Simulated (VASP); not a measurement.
# Al3H8 (P-3) in VASP: further runs

The runs below take Al3H8 through single point, with PBE.

Program: VASP 6.6.1. These are calculated values, not measurements. Logs are shortened: lines on timing, memory, paths and dates and some standing lists are left out, and cuts for length are marked.

### Step 1. The cell of the first run

The structure is trigonal, space group P-3 (No. 147). The conventional cell has a = 4.487 Å, b = 4.487 Å, c = 6.841 Å, α = 90.00°, β = 90.00°, γ = 120.00°. Al (site symmetry -3) has 6 Al at 2.81 Å and 18 H at 2.95 to 3.34 Å within 3.7 Å. Within 2.3 Å of Al (site symmetry 3) lie 3 H at 1.73 Å. Within 1.5 Å of H (site symmetry 1) lie 1 H at 1.12 Å. H (site symmetry 3) has 3 H at 1.12 Å within 1.5 Å.

### Step 2. Single point, PBE

File INCAR:

```
SYSTEM = Al3H8
PREC     = Accurate       ! precision mode
ENCUT    = 520            ! plane-wave cutoff, eV
EDIFF    = 1E-6           ! SCF threshold, eV
ISMEAR   = 0              ! smearing method
SIGMA    = 0.1            ! smearing width, eV
LREAL    = .False.        ! projectors in reciprocal space
LASPH    = .True.         ! aspherical terms in the spheres
NELM     = 80             ! most SCF steps
ALGO     = Normal         ! electronic algorithm
ISIF     = 2              ! what is computed and relaxed
LWAVE    = .False.        ! write WAVECAR
LCHARG   = .True.         ! write CHGCAR
GGA      = PE             ! functional
LELF     = .True.         ! ELF
LVHAR    = .True.       
NBANDS   = 20             ! bands
```

File KPOINTS:

```
Automatic mesh
0
Gamma
  6 6 4
  0 0 0
```

File POSCAR:

```
Al3H8
1.0
    4.4873301107      0.0000000000      0.0000000000
   -2.2436650554      3.8861418711      0.0000000000
    0.0000000000      0.0000000000      6.8410522717
Al H
3 8
Direct
    0.0000000000      0.0000000000      0.0000000000
    0.3333333333      0.6666666667      0.8410623613
    0.6666666667      0.3333333333      0.1589376387
   -0.0475438862      0.4887004065      0.7109024167
    0.5112995935      0.4637557073      0.7109024167
    0.5362442927      1.0475438862      0.7109024167
    1.0475438862      0.5112995935      0.2890975833
    0.4887004065      0.5362442927      0.2890975833
    0.4637557073     -0.0475438862      0.2890975833
    0.3333333333      0.6666666667      0.3080200871
    0.6666666667      0.3333333333      0.6919799129
```

Potentials or basis: VASP PAW PBE potentials, release 64 (Al, H).

On the command line:

```sh
> cat potpaw_PBE.64/Al/POTCAR potpaw_PBE.64/H/POTCAR > POTCAR
> mpirun -np 1 vasp_std > vasp.out
```

OUTCAR:

```text
SYSTEM = Al3H8
   PREC = Accurate
   ENCUT = 520
   EDIFF = 1E-6
   ISMEAR = 0
   LREAL = .False.
   LASPH = .True.
   NELM = 80
   ISIF = 2
   GGA = PE

 ion  position               nearest neighbor table
   1  0.000  0.000  0.000-   2 2.81   3 2.81   3 2.81   2 2.81   3 2.81   2 2.81
   2  0.333  0.667  0.841-   4 1.73   6 1.73   5 1.73   1 2.81   1 2.81   1 2.81
   3  0.667  0.333  0.159-   7 1.73   9 1.73   8 1.73   1 2.81   1 2.81   1 2.81
   4  0.952  0.489  0.711-   2 1.73
   5  0.511  0.464  0.711-   2 1.73
   6  0.536  0.048  0.711-   2 1.73
   7  0.048  0.511  0.289-   3 1.73
   8  0.489  0.536  0.289-   3 1.73
   9  0.464  0.952  0.289-   3 1.73
  10  0.333  0.667  0.308-
  11  0.667  0.333  0.692-

  LATTYP: Found a hexagonal cell.
 ALAT       =     4.4873301107
 C/A-ratio  =     1.5245261888

  Lattice vectors:

 A1 = (   4.4873301107,   0.0000000000,   0.0000000000)
 A2 = (  -2.2436650554,   3.8861418711,   0.0000000000)
 A3 = (   0.0000000000,   0.0000000000,   6.8410522717)

Analysis of symmetry for initial positions (statically):
=====================================================================
 Subroutine PRICEL returns:
 Original cell was already a primitive cell.

 Routine SETGRP: Setting up the symmetry group for a
 hexagonal supercell.

 Subroutine GETGRP returns: Found  6 space group operations
 (whereof  6 operations were pure point group operations)
 out of a pool of 24 trial point group operations.

The static configuration has the point symmetry S_6 .

Analysis of symmetry for dynamics (positions and initial velocities):
=====================================================================
 Subroutine PRICEL returns:
 Original cell was already a primitive cell.

 Routine SETGRP: Setting up the symmetry group for a
 hexagonal supercell.

 Subroutine GETGRP returns: Found  6 space group operations
 (whereof  6 operations were pure point group operations)
 out of a pool of 24 trial point group operations.

The dynamic configuration has the point symmetry S_6 .

 Subroutine INISYM returns: Found  6 space group operations
 (whereof  6 operations are pure point group operations),
 and found     1 'primitive' translations

----------------------------------------------------------------------------------------

                                     Primitive cell

  volume of cell :     119.2970

  direct lattice vectors                    reciprocal lattice vectors
     4.487330111  0.000000000  0.000000000     0.222849662  0.128662313  0.000000000
    -2.243665055  3.886141871  0.000000000     0.000000000  0.257324625  0.000000000
     0.000000000  0.000000000  6.841052272     0.000000000  0.000000000  0.146176343

  length of vectors
     4.487330111  4.487330111  6.841052272     0.257324625  0.257324625  0.146176343

  position of ions in fractional coordinates (direct lattice)
     0.000000000  0.000000000  0.000000000
     0.333333333  0.666666667  0.841062361
     0.666666667  0.333333333  0.158937639
     0.952456114  0.488700407  0.710902417
     0.511299593  0.463755707  0.710902417
     0.536244293  0.047543886  0.710902417
     0.047543886  0.511299593  0.289097583
     0.488700407  0.536244293  0.289097583
     0.463755707  0.952456114  0.289097583
     0.333333333  0.666666667  0.308020087
     0.666666667  0.333333333  0.691979913

  ion indices of the primitive-cell ions
   primitive index   ion index
                 1           1
                 2           2
                 3           3
                 4           4
                 5           5
                 6           6
                 7           7
                 8           8
                 9           9
                10          10
                11          11

----------------------------------------------------------------------------------------

 KPOINTS: Automatic mesh

Automatic generation of k-mesh.
 Grid dimensions read from file:
 generate k-points for:    6    6    4

 Generating k-lattice:

  Cartesian coordinates                     Fractional coordinates (reciprocal lattice)
     0.037141610  0.021443719  0.000000000     0.166666667 -0.000000000  0.000000000
     0.000000000  0.042887438  0.000000000     0.000000000  0.166666667  0.000000000
     0.000000000  0.000000000  0.036544086     0.000000000  0.000000000  0.250000000

  Length of vectors
     0.042887438  0.042887438  0.036544086

  Shift w.r.t. Gamma in fractional coordinates (k-lattice)
     0.000000000  0.000000000  0.000000000

 Subroutine IBZKPT returns following result:
 ===========================================

 Found     30 irreducible k-points:

 Following reciprocal coordinates:
            Coordinates               Weight
  0.000000  0.000000  0.000000      1.000000
  0.166667  0.000000  0.000000      6.000000
  0.333333  0.000000  0.000000      6.000000
  0.500000  0.000000  0.000000      3.000000
  0.166667  0.166667  0.000000      6.000000
  0.333333  0.166667  0.000000      6.000000
[... 16 lines left out ...]
  0.000000  0.000000  0.500000      1.000000
  0.166667  0.000000  0.500000      6.000000
 [... further k-points ...]
   k-points           NKPTS =     30   k-points in BZ     NKDIM =     30   number of bands    NBANDS=     20
   number of dos      NEDOS =    301   number of ions     NIONS =     11
   total plane-waves  NPLWV =  69984
   dimension x,y,z NGX =    36 NGY =   36 NGZ =   54
   dimension x,y,z NGXF=    72 NGYF=   72 NGZF=  108
   ions per type =               3   8
   NGX,Y,Z   is equivalent  to a cutoff of  13.34, 13.34, 13.12 a.u.
   NGXF,Y,Z  is equivalent  to a cutoff of  26.67, 26.67, 26.25 a.u.
 SYSTEM =  Al3H8
   PREC   = accura    normal or accurate (medium, high low for compatibility)
   ISTART =      0    job   : 0-new  1-cont  2-samecut
   ICHARG =      2    charge: 1-file 2-atom 10-const
   ISPIN  =      1    spin polarized calculation?
   LNONCOLLINEAR =      F non collinear calculations
   LSORBIT =      F    spin-orbit coupling
   LASPH  =      T    aspherical Exc in radial PAW
   ENCUT  =  520.0 eV  38.22 Ry    6.18 a.u.   8.34  8.34 12.72*2*pi/ulx,y,z
   NELM   =     80;   NELMIN=  2; NELMDL= -5     # of ELM steps
   EDIFF  = 0.1E-05   stopping-criterion for ELM
   LREAL  =      F    real-space projection
   EDIFFG = 0.1E-04   stopping-criterion for IOM
   NSW    =      0    number of steps for IOM
   IBRION =     -1    ionic relax: 0-MD 1-quasi-New 2-CG
   NFREE  =      0    steps in history (QN), initial steepest desc. (CG)
   ISIF   =      2    stress and relaxation
   ISYM   =      2    0-nonsym 1-usesym 2-fastsym
   POTIM  = 0.5000    time-step for ionic-motion
   TEBEG  =    0.0;   TEEND  =   0.0 temperature during run
   PSTRESS=    0.0 pullay stress
   NELECT =      17.0000    total number of electrons
   NUPDOWN=      -1.0000    fix difference up-down
   EMIN   =  10.00;   EMAX   =-10.00  energy-range for DOS
   EFERMI =   0.00;   METHOD = LEGACY
   ISMEAR =     0;   SIGMA  =   0.10  broadening in eV -4-tet -1-fermi 0-gaus
   EFERMI_NEDOS =   21; number of points for ismear=-14 and -15
   IALGO  =     38    algorithm
   IMIX   =      4    mixing-type and parameters
     AMIX     =   0.40;   BMIX     =  1.00
     AMIX_MAG =   1.60;   BMIX_MAG =  1.00
  volume/ion in A,a.u.               =      10.85        73.19
  Fermi-wavevector in a.u.,A,eV,Ry     =   0.855095  1.615896  9.948421  0.731188
  Thomas-Fermi vector in A             =   1.971792
   LORBIT       =      0    0 simple, 1 ext, 2 COOP (PROOUT), +10 PAW based schemes
   GGA     = PE    functional components
   LHFCALC =     F    Hartree Fock is set to
   AEXX    =    0.0000 exact exchange contribution
   IVDW    =     0    specifies the selected vdW correction
   LEPSILON=     F    determine dielectric tensor
   LRPA    =     F    only Hartree local field effects (RPA)
 non-spin polarized calculation
 Gauss-broadening in eV      SIGMA  =   0.10
  energy-cutoff  :      520.00
  volume of cell :      119.30
 maximum number of plane-waves:      3247
 NGX is ok and might be reduce to    36
   NGX = 17   NGY = 17   NGZ = 25

 number of electron      17.0000000 magnetization

 Free energy of the ion-electron system (eV)
  ---------------------------------------------------
  ext. energy  EPLUGINS =         0.00000000
  ---------------------------------------------------
  free energy    TOTEN  =       -32.75017084 eV

  energy without entropy =      -32.74457078  energy(sigma->0) =      -32.74737081

 E-fermi :   1.8725     XC(G=0):  -7.9871

 val. band max:        1.7399472679   @ k =   0.3333   0.1667   0.2500
 cond. band min:       1.8839195515   @ k =  -0.3333   0.5000   0.5000
 fundamental gap:      0.1439722836
 Fermi energy:         1.8725061449

 k-point     1 :       0.0000    0.0000    0.0000
  band No.  band energies     occupation
      1      -8.3934      2.00000
      2      -7.1772      2.00000
      3      -3.8841      2.00000
      4      -0.5631      2.00000
      5      -0.5631      2.00000
      6       0.2425      2.00000
[... 12 lines left out ...]
     19       7.8013      0.00000
     20       9.9146      0.00000

 k-point     2 :       0.1667    0.0000    0.0000
  band No.  band energies     occupation
      1      -8.1709      2.00000
      2      -7.0090      2.00000
      3      -3.8252      2.00000
      4      -2.0735      2.00000
      5      -0.8410      2.00000
      6      -0.6978      2.00000
[... 12 lines left out ...]
     19       8.2452      0.00000
     20       9.5498      0.00000
[... 465 lines left out ...]
      3      -3.5595      2.00000
      4      -0.3280      2.00000
      5      -0.3280      2.00000
      6      -0.0678      2.00000
[... 12 lines left out ...]
     19       7.5578      0.00000
     20      11.4944      0.00000

 k-point    24 :       0.1667    0.0000    0.5000
  band No.  band energies     occupation
      1      -7.9284      2.00000
      2      -7.4074      2.00000
      3      -3.6103      2.00000
      4      -1.8455      2.00000
      5      -0.8964      2.00000
      6      -0.6287      2.00000
[... 12 lines left out ...]
     19       9.4348      0.00000
     20      10.5608      0.00000

 [... further k-points ...]

------------------------ aborting loop because EDIFF is reached ----------------------------------------

  FORCE on cell =-STRESS in cart. coord.  units (eV):
  Direction    XX          YY          ZZ          XY          YZ          ZX
  --------------------------------------------------------------------------------------
  -------------------------------------------------------------------------------------
  Total        0.1935049      0.1935049      0.0515890      0.0000000      0.0000000      0.0000000
  in kB        2.5988002      2.5988002      0.6928487      0.0000001      0.0000000      0.0000000
  external PRESSURE =       1.9634830 kB  Pullay stress =       0.0000000 kB

 VOLUME and BASIS-vectors are now :
 -----------------------------------------------------------------------------
  energy-cutoff  :      520.00
  volume of cell :      119.30
      direct lattice vectors                 reciprocal lattice vectors
     4.487330111  0.000000000  0.000000000     0.222849662  0.128662313  0.000000000
    -2.243665055  3.886141871  0.000000000     0.000000000  0.257324625  0.000000000
     0.000000000  0.000000000  6.841052272     0.000000000  0.000000000  0.146176343

 POSITION                                       TOTAL-FORCE (eV/Angst)
 -----------------------------------------------------------------------------------
      0.00000      0.00000      0.00000        -0.000000      0.000000      0.000000
     -0.00000      2.59076      5.75375        -0.000000      0.000000      0.014036
      2.24367      1.29538      1.08730        -0.000000      0.000000     -0.014036
      3.17750      1.89916      4.86332        -0.001549     -0.005386     -0.003777
      1.25386      1.80222      4.86332         0.005439      0.001351     -0.003777
      2.29963      0.18476      4.86332        -0.003889      0.004035     -0.003777
     -0.93384      1.98698      1.97773         0.001549      0.005386      0.003777
      0.98981      2.08392      1.97773        -0.005439     -0.001351      0.003777
     -0.05597      3.70138      1.97773         0.003889     -0.004035      0.003777
     -0.00000      2.59076      2.10718        -0.000000      0.000000     -0.000180
      2.24367      1.29538      4.73387        -0.000000      0.000000      0.000180
 -----------------------------------------------------------------------------------
    total drift:                                0.000000      0.000000      0.000000

  FREE ENERGIE OF THE ION-ELECTRON SYSTEM (eV)
  ---------------------------------------------------
  free  energy   TOTEN  =       -32.7501708381 eV

  energy  without entropy=      -32.7445707778  energy(sigma->0) =      -32.74737081
```

Wall time 1.8 min (1 thread of Oxide Virtual Turin-like, shared host); peak memory 0.22 GiB.

What came out:

| Item | Value |
| --- | --- |
| Free energy | -32.7502 eV |
| Pressure | 0.2 GPa |
| Largest force | 0.014 eV/Å |

Forces in eV/Å, atoms in the order of the input:
```
Al   0.000  0.000  0.000
Al   0.000  0.000  0.014
Al   0.000  0.000 -0.014
H   -0.002 -0.005 -0.004
H    0.005  0.001 -0.004
H   -0.004  0.004 -0.004
H    0.002  0.005  0.004
H   -0.005 -0.001  0.004
H    0.004 -0.004  0.004
H    0.000  0.000  0.000
H    0.000  0.000  0.000
```

Levels at points of the mesh, in eV from the Fermi level:
| k point | band 4 | band 5 | band 6 | band 7 | band 8 | band 9 | band 10 | band 11 | band 12 | band 13 |
| --- | --- | --- | --- | --- | --- | --- | --- | --- | --- | --- |
| (0.00, 0.00, 0.00) | -2.44 | -2.44 | -1.63 | -1.63 | -1.45 | 0.55 | 0.55 | 1.08 | 2.29 | 3.16 |
| (0.50, 0.00, 0.00) | -5.78 | -3.55 | -3.29 | -2.65 | -2.04 | 0.34 | 0.87 | 1.25 | 3.66 | 5.82 |
| (0.00, 0.00, 0.50) | -2.20 | -2.20 | -1.94 | -1.94 | -1.28 | 0.56 | 0.56 | 0.79 | 2.31 | 2.46 |
| (0.50, 0.00, 0.50) | -6.08 | -3.31 | -3.11 | -2.37 | -2.31 | 0.69 | 0.71 | 1.54 | 3.40 | 5.18 |

### Step 3. Single point, PBE

This run uses another cell than the first one, of 11.56 Å³/atom, 1.066 times its volume.

File INCAR:

```
SYSTEM = Al3H8
ALGO = Normal
EDIFF = 1E-6
ENCUT = 520
GGA = PE
ISIF = 2
ISMEAR = 0
LASPH = .TRUE.
LCHARG = .TRUE.
LELF = .TRUE.
LREAL = .FALSE.
LVHAR = .TRUE.
LWAVE = .FALSE.
NBANDS = 20
NELM = 60
PREC = Accurate
SIGMA = 0.1
```

File KPOINTS:

```
k-points
0
G
  12 12 6
  0 0 0
```

File POSCAR:

```
Al3H8
1.0
    4.5167319466      0.0000000000      0.0000000000
   -2.2583659733      3.9116046078      0.0000000000
    0.0000000000      0.0000000000      7.2000751818
Al H
3 8
Direct
    0.0000000000      0.0000000000      0.0000000000
    0.3333333333      0.6666666667      0.8460501500
    0.6666666667      0.3333333333      0.1539498500
    0.9509966588      0.4748163376      0.7260412879
    0.5251836624      0.4761803212      0.7260412879
    0.5238196788      0.0490033412      0.7260412879
    0.0490033412      0.5251836624      0.2739587121
    0.4748163376      0.5238196788      0.2739587121
    0.4761803212      0.9509966588      0.2739587121
    0.3333333333      0.6666666667      0.2927345485
    0.6666666667      0.3333333333      0.7072654515
```

Potentials or basis: VASP PAW PBE potentials, release 64 (Al, H).

On the command line:

```sh
> cat potpaw_PBE.64/Al/POTCAR potpaw_PBE.64/H/POTCAR > POTCAR
> mpirun -np 1 vasp_std > vasp.out
```

It took 7.6 min on 1 thread of Oxide Virtual Turin-like, shared host; peak memory 0.42 GiB.

The run converged. Its results:

- Free energy: -32.7662 eV
- Pressure: -0.1 GPa

Levels at points of the mesh, in eV from the Fermi level:
```csv
k point,band 6,band 7,band 8,band 9,band 10,band 11,band 12,band 13
"(0.00, 0.00, 0.00)",-1.87,-1.87,-1.57,0.44,0.44,0.80,2.06,2.95
"(0.50, 0.00, 0.00)",-3.37,-2.64,-2.28,0.29,0.74,1.17,3.53,5.59
"(0.00, 0.00, 0.50)",-2.03,-2.03,-1.48,0.45,0.45,0.69,2.15,2.24
"(0.50, 0.00, 0.50)",-3.27,-2.45,-2.42,0.54,0.64,1.34,3.28,5.00
```
